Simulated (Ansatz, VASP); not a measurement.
Si: VASP beside Ansatz

The input INCAR:

```
PREC = Accurate ; ENCUT = 520
EDIFF = 1E-6 ; ISMEAR = 0
SIGMA = 0.05 ; LREAL = False
LASPH = True ; NELM = 60
ALGO = Normal ; ISIF = 2
LWAVE = False ; LCHARG = False
LDIPOL = True ; IDIPOL = 3
DIPOL = 0.5 0.5 0.500 ; GGA = PE
NBANDS = 31
```

Contents of KPOINTS:

```
Automatic mesh
0
Gamma
  3 3 1
```

Contents of POSCAR:

```
Si
1.0
    3.8677060756      0.0000000000      0.0000000000
    0.0000000000      3.8677060756      0.0000000000
    0.0000000000      0.0000000000     27.3069653717
Si
10
Direct
    0.0000000000      0.5000000000      0.2746551987
    0.0000000000      0.0000000000      0.3247318212
    0.5000000000      0.0000000000      0.3748084437
    0.5000000000      0.5000000000      0.4248850662
    0.0000000000      0.5000000000      0.4749616887
    0.0000000000      0.0000000000      0.5250383113
    0.5000000000      0.0000000000      0.5751149338
    0.5000000000      0.5000000000      0.6251915563
    0.0000000000      0.5000000000      0.6752681788
    0.0000000000      0.0000000000      0.7253448013
```

Input for Ansatz:

```yaml
crystal:
  lattice:
    - [3.8677060756, 0.0, 0.0]
    - [0.0, 3.8677060756, 0.0]
    - [0.0, 0.0, 27.3069653717]
  atoms:
    - { symbol: Si, position: [0.0, 0.5, 0.2746551987] }
    - { symbol: Si, position: [0.0, 0.0, 0.3247318212] }
    - { symbol: Si, position: [0.5, 0.0, 0.3748084437] }
    - { symbol: Si, position: [0.5, 0.5, 0.4248850662] }
    - { symbol: Si, position: [0.0, 0.5, 0.4749616887] }
    - { symbol: Si, position: [0.0, 0.0, 0.5250383113] }
    - { symbol: Si, position: [0.5, 0.0, 0.5751149338] }
    - { symbol: Si, position: [0.5, 0.5, 0.6251915563] }
    - { symbol: Si, position: [0.0, 0.5, 0.6752681788] }
    - { symbol: Si, position: [0.0, 0.0, 0.7253448013] }
basis:
  ecutwfc: 420
kpoints:
  mp_grid: { grid: [3, 3, 1] }
hamiltonian:
  xc: pbe
scf:
  occupations: { method: gaussian, width: 0.05 }
output:
  forces: true
  stress: true
  eigenvalues: true
efield:
  axis: 3
  dipole_correction: true
  ramp_width: 0.04
```

Alike in both runs: task single point; functional PBE; k mesh 3 × 3 × 1; occupations gaussian, width 0.05 eV; no spin polarisation.

```csv
,VASP,Ansatz
version,VASP 6.6.1,Ansatz 0.2.0
potentials or method,"VASP PAW PBE potentials, release 64 (Si), cutoff 520 eV","scalar-relativistic, plane waves, PAW"
valence electrons in the cell,40,40
```

VASP gave:

| Property | Result |
| --- | --- |
| gap on the k mesh at the Fermi level (eV) | none |
| rms of the force components (eV/Å) | 0.067 |

Which values does Ansatz return?

gap on the k mesh at the Fermi level (eV): none; rms of the force components (eV/Å): 0.066.

Atom by atom the forces differ by 0.002 eV/Å (rms over components). A gap of «none» marks a metal or a gap that the smearing closes.

The k mesh is coarse, so the values compare programs but aren't converged.
